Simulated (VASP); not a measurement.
# ScNb2O3 (P-4m2) in VASP: a series of runs, part 2 of 3

VASP 6.6.1. The steps go on from the part before.

### 3 Single point, PBE

This run uses another cell than the first one, of 13.39 Å³/atom, 1.018 times its volume.

Contents of INCAR:

```
SYSTEM = ScNb2O3
PREC = Accurate ; ENCUT = 520
EDIFF = 1E-6 ; ISMEAR = 0
SIGMA = 0.1 ; LREAL = .FALSE.
LASPH = .TRUE. ; NELM = 100
ALGO = Normal ; ISIF = 2
LWAVE = .FALSE. ; LCHARG = .TRUE.
GGA = PE ; LELF = .TRUE.
LVHAR = .TRUE. ; NBANDS = 36
```

Contents of KPOINTS:

```
Automatic mesh
0
G
  6 6 4
  0 0 0
```

Contents of POSCAR:

```
ScNb2O3
1.0
    2.9812288573      0.0000000000      0.0000000000
    0.0000000000      2.9812288573      0.0000000000
    0.0000000000      0.0000000000      9.0405413415
Sc Nb O
1 2 3
Direct
    0.0000000000      0.0000000000      0.0000000000
    0.0000000000      0.5000000000      0.6552968738
    0.5000000000      0.0000000000      0.3447031262
    0.0000000000      0.5000000000      0.4084570912
    0.5000000000      0.0000000000      0.5915429088
    0.5000000000      0.5000000000      0.0000000000
```

Potentials or basis: VASP PAW PBE potentials, release 64 (Sc_sv, Nb_sv, O).

Command:

```sh
$ cat potpaw_PBE.64/Sc_sv/POTCAR potpaw_PBE.64/Nb_sv/POTCAR potpaw_PBE.64/O/POTCAR > POTCAR
$ mpirun -np 1 vasp_std > vasp.out
```

OUTCAR:

```text
SYSTEM = ScNb2O3
   PREC = Accurate
   ENCUT = 520
   EDIFF = 1E-6
   ISMEAR = 0
   LREAL = .FALSE.
   LASPH = .TRUE.
   NELM = 100
   ISIF = 2
   GGA = PE

 ion  position               nearest neighbor table
   1  0.000  0.000  0.000-   6 2.11   6 2.11   6 2.11   6 2.11
   2  0.000  0.500  0.655-   5 2.19   5 2.19   5 2.19   5 2.19   4 2.23
   3  0.500  0.000  0.345-   4 2.19   4 2.19   4 2.19   4 2.19   5 2.23
   4  0.000  0.500  0.408-   3 2.19   3 2.19   3 2.19   3 2.19   2 2.23
   5  0.500  0.000  0.592-   2 2.19   2 2.19   2 2.19   2 2.19   3 2.23
   6  0.500  0.500  0.000-   1 2.11   1 2.11   1 2.11   1 2.11

  LATTYP: Found a simple tetragonal cell.
 ALAT       =     2.9812288573
 C/A-ratio  =     3.0324882034

  Lattice vectors:

 A1 = (   2.9812288573,   0.0000000000,   0.0000000000)
 A2 = (   0.0000000000,   2.9812288573,   0.0000000000)
 A3 = (   0.0000000000,   0.0000000000,   9.0405413415)

Analysis of symmetry for initial positions (statically):
=====================================================================
 Subroutine PRICEL returns:
 Original cell was already a primitive cell.

 Routine SETGRP: Setting up the symmetry group for a
 simple tetragonal supercell.

 Subroutine GETGRP returns: Found  8 space group operations
 (whereof  8 operations were pure point group operations)
 out of a pool of 16 trial point group operations.

The static configuration has the point symmetry D_2d.

Analysis of symmetry for dynamics (positions and initial velocities):
=====================================================================
 Subroutine PRICEL returns:
 Original cell was already a primitive cell.

 Routine SETGRP: Setting up the symmetry group for a
 simple tetragonal supercell.

 Subroutine GETGRP returns: Found  8 space group operations
 (whereof  8 operations were pure point group operations)
 out of a pool of 16 trial point group operations.
[... 124 lines left out ...]
   ISMEAR =     0;   SIGMA  =   0.10  broadening in eV -4-tet -1-fermi 0-gaus
   EFERMI_NEDOS =   21; number of points for ismear=-14 and -15
   IALGO  =     38    algorithm
   IMIX   =      4    mixing-type and parameters
     AMIX     =   0.40;   BMIX     =  1.00
     AMIX_MAG =   1.60;   BMIX_MAG =  1.00
  volume/ion in A,a.u.               =      13.39        90.37
  Fermi-wavevector in a.u.,A,eV,Ry     =   1.442782  2.726463 28.322157  2.081620
  Thomas-Fermi vector in A             =   2.561263
   LORBIT       =      0    0 simple, 1 ext, 2 COOP (PROOUT), +10 PAW based schemes
   GGA     = PE    functional components
   LHFCALC =     F    Hartree Fock is set to
   AEXX    =    0.0000 exact exchange contribution
   IVDW    =     0    specifies the selected vdW correction
   LEPSILON=     F    determine dielectric tensor
   LRPA    =     F    only Hartree local field effects (RPA)
 non-spin polarized calculation
 Gauss-broadening in eV      SIGMA  =   0.10
  energy-cutoff  :      520.00
  volume of cell :       80.35
 maximum number of plane-waves:      2194
 NGX is ok and might be reduce to    24
   NGX = 11   NGY = 11   NGZ = 33

 number of electron      55.0000000 magnetization

 Free energy of the ion-electron system (eV)
  ---------------------------------------------------
  ext. energy  EPLUGINS =         0.00000000
  ---------------------------------------------------
  free energy    TOTEN  =       -51.89989012 eV

  energy without entropy =      -51.86678999  energy(sigma->0) =      -51.88334005

 E-fermi :   8.6194     XC(G=0): -11.5434

 val. band max:        8.6141188850   @ k =   0.3333   0.1667   0.2500
 cond. band min:       8.6645164634   @ k =   0.3333   0.3333   0.0000
 fundamental gap:      0.0503975783
 Fermi energy:         8.6193886103

 k-point     1 :       0.0000    0.0000    0.0000
  band No.  band energies     occupation
      1     -47.4106      2.00000
      2     -47.3876      2.00000
      3     -41.4254      2.00000
      4     -23.7388      2.00000
      5     -23.4355      2.00000
      6     -23.1672      2.00000
[... 925 lines left out ...]
     35      11.5663      0.00000
     36      11.8579      0.00000

 [... further k-points ...]
[... 5 lines left out ...]
  --------------------------------------------------------------------------------------
  -------------------------------------------------------------------------------------
  Total        0.1425416      0.1425416     -0.0861670      0.0000000      0.0000000      0.0000000
  in kB        2.8422826      2.8422826     -1.7181711      0.0000000      0.0000000      0.0000000
  external PRESSURE =       1.3221314 kB  Pullay stress =       0.0000000 kB

 VOLUME and BASIS-vectors are now :
 -----------------------------------------------------------------------------
  energy-cutoff  :      520.00
  volume of cell :       80.35
      direct lattice vectors                 reciprocal lattice vectors
     2.981228857  0.000000000  0.000000000     0.335432148  0.000000000  0.000000000
     0.000000000  2.981228857  0.000000000     0.000000000  0.335432148  0.000000000
     0.000000000  0.000000000  9.040541342     0.000000000  0.000000000  0.110612845

 POSITION                                       TOTAL-FORCE (eV/Angst)
 -----------------------------------------------------------------------------------
      0.00000      0.00000      0.00000        -0.000000      0.000000      0.000000
      0.00000      1.49061      5.92424        -0.000000     -0.000000     -0.007732
      1.49061      0.00000      3.11630         0.000000      0.000000      0.007732
      0.00000      1.49061      3.69267        -0.000000     -0.000000     -0.002847
      1.49061      0.00000      5.34787         0.000000     -0.000000      0.002847
      1.49061      1.49061      0.00000        -0.000000     -0.000000      0.000000
 -----------------------------------------------------------------------------------
    total drift:                                0.000000     -0.000000      0.000000

  FREE ENERGIE OF THE ION-ELECTRON SYSTEM (eV)
  ---------------------------------------------------
  free  energy   TOTEN  =       -51.8998901181 eV

  energy  without entropy=      -51.8667899903  energy(sigma->0) =      -51.88334005
```

Run time: 70 s. Hardware: 1 thread of Intel Xeon Platinum 8488C (Sapphire Rapids), shared host; peak memory 0.23 GiB.

Results:

- Free energy: -51.8999 eV
- Pressure: 0.1 GPa
- Largest force: 0.008 eV/Å

Forces in eV/Å, atoms in the order of the input:
```
Sc   0.000  0.000  0.000
Nb   0.000  0.000 -0.008
Nb   0.000  0.000  0.008
O    0.000  0.000 -0.003
O    0.000  0.000  0.003
O    0.000  0.000  0.000
```

Caveat: an odd number of electrons without spin polarisation forces a metal; a magnetic or distorted state may lie lower.

### 4 Single point, PBE

This run uses another cell than the first one, of 13.43 Å³/atom, 1.022 times its volume.

Contents of INCAR:

```
PREC = Accurate
ENCUT = 520
EDIFF = 1E-6
ISMEAR = 0
SIGMA = 0.1
LREAL = False
LASPH = True
NELM = 80
ALGO = Normal
ISIF = 2
LWAVE = False
LCHARG = False
GGA = PE
NBANDS = 36
```

Contents of KPOINTS:

```
Automatic mesh
0
Gamma
  12 12 4
```

Contents of POSCAR:

```
ScNb2O3
1.0
    2.9789694352      0.0000000000      0.0000000000
    0.0000000000      2.9789694352      0.0000000000
    0.0000000000      0.0000000000      9.0828305421
Sc Nb O
1 2 3
Direct
    0.0000000000      0.0000000000      0.0000000000
    0.0000000000      0.5000000000      0.6546151559
    0.5000000000      0.0000000000      0.3453848441
    0.0000000000      0.5000000000      0.4088640312
    0.5000000000      0.0000000000      0.5911359688
    0.5000000000      0.5000000000      0.0000000000
```

Command:

```sh
$ cat potpaw_PBE.64/Sc_sv/POTCAR potpaw_PBE.64/Nb_sv/POTCAR potpaw_PBE.64/O/POTCAR > POTCAR
$ mpirun -np 1 vasp_std > vasp.out
```

Wall time 3.5 min (1 thread of Intel Xeon 6975P-C, shared host); peak memory 0.35 GiB.

It converged, with:

* Free energy: -51.9316 eV
* Pressure: 0.1 GPa
* Largest force: 0.008 eV/Å

Forces in eV/Å, atoms in the order of the input:
```
Sc   0.000  0.000  0.000
Nb   0.000  0.000 -0.008
Nb   0.000  0.000  0.008
O    0.000  0.000 -0.006
O    0.000  0.000  0.006
O    0.000  0.000  0.000
```

Stress tensor (GPa, compression positive):
```
 0.29  0.00  0.00
 0.00  0.29  0.00
 0.00  0.00 -0.21
```

Levels at points of the mesh, in eV from the Fermi level:
```
           k point  band 26  band 27  band 28  band 29  band 30  band 31
(0.00, 0.00, 0.00)    -2.99    -2.55    -0.92     0.52     1.46     1.64
(0.50, 0.00, 0.00)    -0.93     0.29     0.82     0.94     1.34     1.36
(0.50, 0.50, 0.00)    -0.24    -0.07     0.12     0.12     0.17     1.78
(0.00, 0.00, 0.50)    -3.01    -1.79    -0.90    -0.19     1.24     1.69
(0.50, 0.00, 0.50)    -0.67    -0.16     0.75     0.97     1.25     1.34
(0.50, 0.50, 0.50)    -0.23    -0.11    -0.11    -0.06     0.15     2.33
```

Caveat: an odd number of electrons without spin polarisation forces a metal; a magnetic or distorted state may lie lower.

### 5 Single point, PBE, collinear spin, zero start

Contents of INCAR:

```
ALGO = Normal
EDIFF = 1E-6
ENCUT = 520
GGA = PE
ISIF = 2
ISMEAR = 0
ISPIN = 2
LASPH = T
LCHARG = T
LELF = T
LMAXMIX = 4
LORBIT = 11
LREAL = F
LVHAR = T
LWAVE = F
MAGMOM = 0 0 0 0 0 0
NBANDS = 40
NELM = 150
PREC = Accurate
SIGMA = 0.1
```

Contents of KPOINTS:

```
k-points
0
Gamma
  6 6 4
```

Contents of POSCAR:

```
ScNb2O3
1.0
    3.2960984500      0.0000000000      0.0000000000
    0.0000000000      3.2960984500      0.0000000000
    0.0000000000      0.0000000000      7.2616143500
Sc Nb O
1 2 3
Direct
    0.0000000000      0.0000000000      0.0000000000
    0.0000000000      0.5000000000      0.7315000300
    0.5000000000      0.0000000000      0.2684999700
    0.0000000000      0.5000000000      0.3835000100
    0.5000000000      0.0000000000      0.6164999900
    0.5000000000      0.5000000000      0.0000000000
```

Command:

```sh
$ cat potpaw_PBE.64/Sc_sv/POTCAR potpaw_PBE.64/Nb_sv/POTCAR potpaw_PBE.64/O/POTCAR > POTCAR
$ mpirun -np 1 vasp_std > vasp.out
```

Wall time 5 min (1 thread of Intel Xeon 6975P-C, shared host); peak memory 0.32 GiB.

The run converged. Its results:

| Item | Value |
| --- | --- |
| Free energy | -46.9283 eV |
| Pressure | -16.3 GPa |
| Largest force | 4.914 eV/Å |
| Net moment | 0.00 μB per cell |
| Valence electrons inside the program's atomic spheres | Sc 10.12; Nb 10.53; O 4.86, 4.93 |

Forces in eV/Å, atoms in the order of the input:
```
Sc   0.000  0.000  0.000
Nb   0.000  0.000 -4.914
Nb   0.000  0.000  4.914
O    0.000  0.000 -1.068
O    0.000  0.000  1.068
O    0.000  0.000  0.000
```

Stress tensor (GPa, compression positive):
```
-23.50   0.00   0.00
  0.00 -23.50   0.00
  0.00   0.00  -1.90
```

Levels at points of the mesh, in eV from the Fermi level:
Spin up:
| k point | band 25 | band 26 | band 27 | band 28 | band 29 | band 30 |
| --- | --- | --- | --- | --- | --- | --- |
| (0.00, 0.00, 0.00) | -2.55 | -1.72 | -1.26 | -0.43 | -0.43 | 0.01 |
| (0.50, 0.00, 0.00) | -1.04 | -0.21 | -0.15 | 0.42 | 0.55 | 1.02 |
| (0.50, 0.50, 0.00) | -1.06 | 0.33 | 0.33 | 0.47 | 0.79 | 1.21 |
| (0.00, 0.00, 0.50) | -2.25 | -1.71 | -0.76 | -0.44 | -0.32 | -0.32 |
| (0.50, 0.00, 0.50) | -1.09 | -0.43 | -0.33 | 0.08 | 0.82 | 1.14 |
| (0.50, 0.50, 0.50) | -1.15 | -0.72 | -0.72 | 0.63 | 0.64 | 2.12 |
Spin down:
```csv
k point,band 23,band 24,band 25,band 26,band 27,band 28,band 29,band 30,band 31,band 32
"(0.00, 0.00, 0.00)",-2.94,-2.94,-2.55,-1.72,-1.26,-0.43,-0.43,0.01,0.61,1.07
"(0.50, 0.00, 0.00)",-4.13,-3.90,-1.04,-0.21,-0.15,0.42,0.55,1.02,1.36,1.91
"(0.50, 0.50, 0.00)",-3.83,-3.77,-1.06,0.33,0.33,0.47,0.79,1.21,1.21,2.29
"(0.00, 0.00, 0.50)",-2.95,-2.95,-2.25,-1.71,-0.76,-0.44,-0.32,-0.32,1.12,1.41
"(0.50, 0.00, 0.50)",-3.76,-3.72,-1.09,-0.43,-0.33,0.08,0.82,1.14,1.24,1.85
"(0.50, 0.50, 0.50)",-3.84,-3.76,-1.15,-0.72,-0.72,0.63,0.64,2.12,2.12,2.49
```

Caveat: forces of over 1 eV/Å act on the atoms, so gaps and moduli don't describe the material at rest.

(Part 2 of 3 ends here.)
